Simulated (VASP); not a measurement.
Set up this calculation in VASP 6.6.1, as the native input.

| Quantity | Value |
| --- | --- |
| Task | single point |
| Functional | PBE |
| Potentials or basis | VASP PAW PBE potentials, release 64 (Sn_d, Se) |
| Cutoff | 520 eV |
| k mesh | 6 × 6 × 4 |
| Occupations | gaussian, width 0.01 eV |
| Spin | no spin polarisation |
| Dipole correction | no |
| Further INCAR settings | ALGO = Normal; EDIFF = 1e-07; NBANDS = 20 |

The structure of SnSe2 lies in POSCAR:

```
SnSe2
1.0
    3.8110000000      0.0000000000      0.0000000000
   -1.9055000000      3.3004200000      0.0000000000
    0.0000000000      0.0000000000      6.1360000000
Sn Se
1 2
Direct
    0.0000000000      0.0000000000      0.0000000000
    0.3333333333      0.6666666667      0.2490000000
    0.6628792699      0.3257585398      0.7510000000
```

These files were run (other wordings do the same):

INCAR

```
ALGO = Normal
EDIFF = 1E-7
ENCUT = 520
GGA = PE
ISIF = 2
ISMEAR = 0
LASPH = True
LCHARG = True
LELF = True
LREAL = False
LVHAR = True
LWAVE = False
NBANDS = 20
NELM = 100
PREC = Accurate
SIGMA = 0.01
```

KPOINTS

```
k-points
0
Gamma
  6 6 4
```

Potentials or basis: VASP PAW PBE potentials, release 64 (Sn_d, Se).

The run is started by

```console
$ cat potpaw_PBE.64/Sn_d/POTCAR potpaw_PBE.64/Se/POTCAR > POTCAR
$ mpirun -np 1 vasp_std > vasp.out
```

Results of the run:

The pressure is 5.7 GPa and the largest force is 0.806 eV/Å. The band gap on the k mesh is 0.81 eV, indirect (least direct gap 1.09 eV).

Caveat: spin-orbit coupling is left out, which moves the levels of the heavy elements; this functional lacks dispersion, which binds the layers, so the pressure and a relaxed spacing across them are unreliable.

Wall time 59 s on 1 thread of AMD EPYC 7R43 64-Core Processor (Zen 3) (shared host), peak memory 0.19 GiB.
